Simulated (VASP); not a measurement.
Set up this calculation in VASP 6.6.1, as the native input.

```
Task                   : single point
Functional             : PBE
Potentials or basis    : VASP PAW PBE potentials, release 64 (Be, Se)
Cutoff                 : 520 eV
k mesh                 : 12 × 12 × 14
Occupations            : gaussian, width 0.1 eV
Spin                   : no spin polarisation
Dipole correction      : no
Further INCAR settings : ALGO = Normal; EDIFF = 1e-06; NBANDS = 12
```

The structure of Be2Se lies in POSCAR:

```
Be2Se
1.0
    3.6634544760     -0.0000000024      0.0000000000
   -1.8317272359      3.1726446431      0.0000000000
    0.0000000000      0.0000000000      3.4337611123
Be Se
2 1
Direct
    0.6666666667      0.3333333333      0.5000000000
    0.3333333333      0.6666666667      0.5000000000
    0.0000000000      0.0000000000      0.0000000000
```

One way to write it, as run:

INCAR

```
SYSTEM = Be2Se
  ALGO = Normal
  EDIFF = 1E-6
  ENCUT = 520
  GGA = PE
  ISIF = 2
  ISMEAR = 0
  LASPH = .True.
  LCHARG = .False.
  LREAL = .False.
  LWAVE = .False.
  NBANDS = 12
  NELM = 60
  PREC = Accurate
  SIGMA = 0.1
```

KPOINTS

```
k-points
0
Gamma
  12 12 14
  0 0 0
```

Potentials or basis: VASP PAW PBE potentials, release 64 (Be, Se).

Command:

```bash
$ cat potpaw_PBE.64/Be/POTCAR potpaw_PBE.64/Se/POTCAR > POTCAR
$ mpirun -np 1 vasp_std > vasp.out
```

It gave:

```
Pressure               : 0.1 GPa
Band gap on the k mesh : zero (bands 5 and 6 overlap by 4.37 eV)
```

Wall time 22 s on 1 thread of Intel(R) Xeon(R) 6975P-C (Granite Rapids) (shared host), peak memory 0.21 GiB.
